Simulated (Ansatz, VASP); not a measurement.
## Se in VASP and in Ansatz

The input INCAR:

```
SYSTEM = Se
ALGO     = Normal         ! electronic algorithm
EDIFF    = 1E-7           ! SCF threshold, eV
ENCUT    = 520            ! plane-wave cutoff, eV
GGA      = PE             ! functional
ISIF     = 2              ! what is computed and relaxed
ISMEAR   = -1             ! smearing method
LASPH    = .True.         ! aspherical terms in the spheres
LCHARG   = .False.        ! write CHGCAR
LREAL    = .False.        ! projectors in reciprocal space
LWAVE    = .False.        ! write WAVECAR
NBANDS   = 13             ! bands
NELM     = 80             ! most SCF steps
PREC     = Accurate       ! precision mode
SIGMA    = 0.1            ! smearing width, eV
```

The input KPOINTS:

```
k-points
0
Gamma
  16 16 16
  0 0 0
```

File POSCAR:

```
Se
1.0
   -2.3551041735      2.3551041735      1.2276131886
    2.3551041735     -2.3551041735      1.2276131886
    2.3551041735      2.3551041735     -1.2276131886
Se
2
Direct
   -0.3750000000     -0.1250000000     -0.2500000000
    0.3750000000      0.1250000000      0.2500000000
```

Input for Ansatz:

```yaml
crystal:
  lattice:
    - [-2.3551041735, 2.3551041735, 1.2276131886]
    - [2.3551041735, -2.3551041735, 1.2276131886]
    - [2.3551041735, 2.3551041735, -1.2276131886]
  atoms:
    - { symbol: Se, position: [-0.375, -0.125, -0.25] }
    - { symbol: Se, position: [0.375, 0.125, 0.25] }
kpoints:
  mp_grid: { grid: [16, 16, 16] }
scf:
  occupations: { method: fermi_dirac, width: 0.1 }
hamiltonian:
  xc: pbe
  pseudopotentials: { kind: all_electron, lapw: { basis_error: 0.001 } }
output:
  forces: true
  stress: true
  eigenvalues: true
  populations: true
```

Change from the starting cell: volume scaled by 0.6, LAPW.

Alike in both runs: task single point; functional PBE; k mesh 16 × 16 × 16; occupations fermi-dirac, width 0.1 eV; no spin polarisation.

|  | VASP | Ansatz |
| --- | --- | --- |
| version | VASP 6.6.1 | Ansatz 0.2.0 |
| potentials or method | VASP PAW PBE potentials, release 64 (Se), cutoff 520 eV | all-electron LAPW, scalar-relativistic |

```tsv
	VASP	Ansatz	Ansatz less VASP
pressure (GPa)	93.3	92.4	-0.91
traceless stress, the component that is largest in VASP (GPa)	0.42	0.34	-0.077
```

Both programs put the cell under a high pressure, so it lies far from rest at this level. Ansatz ran all-electron here, and VASP with PAW potentials.

Noted on VASP's run: the cell as given lies far from equilibrium.
